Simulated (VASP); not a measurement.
A run of VASP 6.6.1 is set up as follows.

The input POSCAR:

```
MgTe
1.0
    4.4403065765      0.0000000000      0.0000000000
   -2.2201532883      3.8454182958      0.0000000000
    0.0000000000      0.0000000000      7.6362975402
Mg Te
2 2
Direct
    0.3333333333      0.6666666667      0.0046940968
    0.6666666667      0.3333333333      0.5046940968
    0.3333333333      0.6666666667      0.3703059032
    0.6666666667      0.3333333333      0.8703059032
```

Contents of INCAR.step1:

```
ALGO = Normal ; EDIFF = 1E-5
ENCUT = 520 ; GGA = PE
GGA_COMPAT = False ; ISIF = 2
ISMEAR = 0 ; LASPH = True
LCHARG = False ; LREAL = False
LWAVE = True ; NBANDS = 16
NELM = 120 ; PREC = Accurate
SIGMA = 0.01
```

The input INCAR.step2:

```
ALGO = Normal ; EDIFF = 1E-6
ENCUT = 520 ; GGA = PE
GGA_COMPAT = False ; HFSCREEN = 0.2079
ISIF = 2 ; ISMEAR = 0
ISTART = 1 ; LASPH = True
LCHARG = False ; LHFCALC = True
LREAL = False ; LWAVE = False
NBANDS = 16 ; NELM = 120
PREC = Accurate ; PRECFOCK = Normal
SIGMA = 0.01
```

The input KPOINTS:

```
k-points
0
Gamma
  6 6 2
```

Potentials or basis: VASP PAW PBE potentials, release 64 (Mg, Te).

Run with:

```console
$ cat potpaw_PBE.64/Mg/POTCAR potpaw_PBE.64/Te/POTCAR > POTCAR
$ cp INCAR.step1 INCAR
$ mpirun -np 1 vasp_std > vasp.out
$ cp INCAR.step2 INCAR
$ mpirun -np 1 vasp_std > vasp.out
```

Estimate the pressure.

1.1 GPa.

What does it give for the largest force?

0.008 eV/Å.

Forces in eV/Å, atoms in the order of the input:
```
Mg   0.000  0.000 -0.008
Mg   0.000  0.000 -0.008
Te   0.000  0.000  0.008
Te   0.000  0.000  0.008
```

Caveat: the cell differs from its parent crystal (epitaxial xy strain -3.0%); the structure was generated, so it needn't be the stable form of MgTe; the PAW data sets were made with another functional, which shifts forces and pressure a little.
